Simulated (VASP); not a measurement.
Set up this calculation in VASP 6.6.1, as the native input.

| Quantity | Value |
| --- | --- |
| Task | relaxation of shape and atoms at fixed volume |
| Functional | PBE |
| Potentials or basis | VASP PAW PBE potentials, release 64 (Ni, O) |
| Cutoff | 600 eV |
| k mesh | 10 × 10 × 10 |
| Occupations | gaussian, width 0.05 eV |
| Spin | collinear spin, ferromagnetic start |
| Starting moments | [1.87, 0.0] μB |
| Hubbard terms | Ni d U = 6.2 eV |
| Dipole correction | no |
| Further INCAR settings | ALGO = Normal; EDIFF = 1e-06; IBRION = 2; EDIFFG = -0.04; NSW = 60; ISIF = 4 |

The structure of NiO lies in POSCAR:

```
NiO
1.0
    1.4381403702      0.8303107299      2.3308059600
   -1.4381403702      0.8303107299      2.3308059600
    0.0000000000     -1.6606214598      2.3308059600
Ni O
1 1
Direct
    1.0000000000      0.0000000000      0.0000000000
    0.5000000000      0.5000000000      0.5000000000
```

One way to write it, as run:

INCAR

```
ALGO = Normal
EDIFF = 1E-6
EDIFFG = -0.04
ENCUT = 600
GGA = PE
IBRION = 2
ISIF = 4
ISMEAR = 0
ISPIN = 2
LASPH = True
LCHARG = False
LDAU = True
LDAUJ = 0 0
LDAUL = 2 -1
LDAUPRINT = 1
LDAUTYPE = 2
LDAUU = 6.2 0
LMAXMIX = 4
LORBIT = 11
LREAL = False
LWAVE = False
MAGMOM = 1.87 0
NELM = 150
NSW = 60
PREC = Accurate
SIGMA = 0.05
```

KPOINTS

```
k-points
0
Gamma
  10 10 10
```

Potentials or basis: VASP PAW PBE potentials, release 64 (Ni, O).

The run is started by

```bash
$ cat potpaw_PBE.64/Ni/POTCAR potpaw_PBE.64/O/POTCAR > POTCAR
$ mpirun -np 1 vasp_std > vasp.out
```

It gave:

- Energy gained by relaxing: 0.1 meV/atom
- Ionic steps: 2
- Pressure after relaxing: 22.6 GPa
- Band gap on the k mesh: 2.32 eV (least direct gap 3.15 eV)
- Net moment: 2.00 μB per cell
- Site moments: Ni +1.82; O +0.18 μB
- Valence electrons inside the program's atomic spheres: Ni 9.19; O 5.08

Caveat: a cell with one magnetic atom can't hold antiferromagnetic order, which such compounds often take.

It took 77 s on 1 thread of Intel Xeon 8259CL, on a shared host, peak memory 0.19 GiB.
